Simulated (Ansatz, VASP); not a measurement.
Given: the input of a run of VASP 6.6.1 on Se.

The input INCAR:

```
SYSTEM = Se
PREC = Accurate
ENCUT = 520
EDIFF = 1E-6
ISMEAR = 0
SIGMA = 0.05
LREAL = .FALSE.
LASPH = .TRUE.
NELM = 80
ALGO = Normal
ISIF = 2
LWAVE = .FALSE.
LCHARG = .TRUE.
LELF = .TRUE.
LVHAR = .TRUE.
NBANDS = 13
```

KPOINTS

```
regular mesh
0
G
  10 10 6
  0 0 0
```

Contents of POSCAR:

```
Se
1.0
    1.3942694300     -4.0390027650      0.0000000000
    1.3942694300      4.0390027650      0.0000000000
    0.0000000000      0.0000000000      4.6134314000
Se
2
Direct
    0.0643446800      0.9356553200      0.2500000000
    0.9356553200      0.0643446800      0.7500000000
```

Potentials or basis: VASP PAW LDA potentials, release 64 (Se).

Launch:

```bash
$ cat potpaw_LDA.64/Se/POTCAR > POTCAR
$ mpirun -np 1 vasp_std > vasp.out
```

Translate it to Ansatz 0.2.0. Potentials there: all-electron LAPW, scalar-relativistic.

As run (the cutoff follows the program's own potentials):

File input.yaml:

```yaml
crystal:
  lattice:
    - [1.39426943, -4.039002765, 0.0]
    - [1.39426943, 4.039002765, 0.0]
    - [0.0, 0.0, 4.6134314]
  atoms:
    - { symbol: Se, position: [0.06434468, 0.93565532, 0.25] }
    - { symbol: Se, position: [0.93565532, 0.06434468, 0.75] }
kpoints:
  mp_grid: { grid: [10, 10, 6] }
scf:
  occupations: { method: gaussian, width: 0.05 }
hamiltonian:
  xc: lda
  pseudopotentials: { kind: all_electron, lapw: { basis_error: 0.001 } }
output:
  forces: true
  stress: true
  eigenvalues: true
```

Potentials or basis: all-electron LAPW, scalar-relativistic.

Run with:

```console
$ ansatz run input.yaml --threads 1 --pin off --max-ram 3072MiB --backend cpu --events-out ev --progress --plain --runs-dir out
```

Both were run:

|  | VASP | Ansatz | Ansatz less VASP |
| --- | --- | --- | --- |
| gap on the k mesh at the Fermi level (eV) | none | none | - |
| pressure (GPa) | -2.5 | -2.6 | -0.14 |
| traceless stress, the component that is largest in VASP (GPa) | -1.41 | -1.38 | +0.034 |
| rms of the force components (eV/Å) | 0.075 | 0.085 | +0.0097 |

LDA's correlation is that of Perdew and Zunger in VASP and of Perdew and Wang (1992) in Ansatz. Atom by atom the forces differ by 0.010 eV/Å (rms over components). A gap of «none» marks a metal or a gap that the smearing closes. Ansatz ran all-electron here, and VASP with PAW potentials.
